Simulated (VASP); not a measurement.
## ScAl3P2: relaxation of cell and atoms with PBE

The system is ScAl3P2.

```
Sc Al P
1.0
     5.65029    0.00000    0.00000
    -2.82514    4.89329    0.00000
     0.00000    0.00000    3.67396
Sc Al P
1 3 2
Direct
  0.00000 0.00000 0.00000
  0.50000 0.00000 0.50000
  0.00000 0.50000 0.50000
  0.50000 0.50000 0.50000
  0.66667 0.33333 0.00000
  0.33333 0.66667 0.00000
```

The cell was generated, and may not be a known phase.

| Quantity | Value |
| --- | --- |
| Program | VASP 6.6.1 |
| Task | relaxation of cell and atoms |
| Functional | PBE |
| Potentials or basis | VASP PAW PBE potentials, release 64 (Sc_sv, Al, P) |
| Cutoff | 600 eV |
| k mesh | 12 × 12 × 10 |
| Occupations | gaussian, width 0.1 eV |
| Spin | no spin polarisation |
| Dipole correction | no |
| Further INCAR settings | ALGO = Normal; EDIFF = 1e-06; IBRION = 2; EDIFFG = -0.01; NSW = 100; ISIF = 3 |

| Item | Value |
| --- | --- |
| Relaxed volume | 17.06 Å³/atom |
| Relaxed cell | a = 5.350 Å, b = 5.350 Å, c = 4.129 Å, α = 90.00°, β = 90.00°, γ = 120.00° |
| Space group after relaxing (to 0.1 Å) | P6/mmm (No. 191) |
| Energy gained by relaxing | 63.9 meV/atom |
| Ionic steps | 13 |
| Pressure after relaxing | -0.1 GPa |
| Band gap on the k mesh | zero (bands 15 and 16 overlap by 2.59 eV) |

Step by step:
```csv
step,energy change (eV),largest force (eV/Å),pressure (GPa),volume (Å³)
1,0.0000,0.0000,3.03,101.58
2,-0.1312,0.0000,-1.45,106.32
3,-0.1405,0.0000,-3.41,108.78
4,-0.2369,0.0000,-3.59,108.10
5,-0.3225,0.0000,-3.34,107.06
6,-0.2321,0.0000,-1.45,104.45
7,-0.3386,0.0000,-3.12,106.37
8,-0.3386,0.0000,-3.20,106.57
9,-0.3827,0.0000,0.32,101.91
10,-0.3831,0.0000,-0.01,102.30
11,-0.3831,0.0000,-0.08,102.38
12,-0.3832,0.0000,-0.07,102.36
13,-0.3832,0.0000,-0.06,102.34
```

Final structure:
```yaml
crystal:
  lattice:
    - [5.35003, 0.00000, 0.00000]
    - [-2.67501, 4.63326, 0.00000]
    - [0.00000, 0.00000, 4.12871]
  atoms:
    - { symbol: Sc, position: [0.00000, 0.00000, 0.00000] }
    - { symbol: Al, position: [0.50000, 0.00000, 0.50000] }
    - { symbol: Al, position: [0.00000, 0.50000, 0.50000] }
    - { symbol: Al, position: [0.50000, 0.50000, 0.50000] }
    - { symbol: P, position: [0.66667, 0.33333, 0.00000] }
    - { symbol: P, position: [0.33333, 0.66667, 0.00000] }
```

Levels at points of the mesh, in eV from the Fermi level:
```csv
k point,band 12,band 13,band 14,band 15,band 16,band 17,band 18,band 19
"(0.00, 0.00, 0.00)",-3.60,-2.57,-0.48,-0.40,0.80,0.80,1.75,1.99
"(0.50, 0.00, 0.00)",-2.47,-2.05,-2.01,-0.73,0.18,0.59,0.63,1.57
"(0.00, 0.00, 0.50)",-2.30,-2.24,-2.24,-1.92,-1.92,0.30,1.78,2.26
"(0.50, 0.00, 0.50)",-3.45,-1.25,-1.23,0.14,0.97,1.71,1.92,1.98
```

Run time: 44 min on 1 thread of Intel(R) Xeon(R) Platinum 8259CL CPU @ 2.50GHz (Skylake/Cascade Lake) (shared host), peak memory 0.47 GiB.
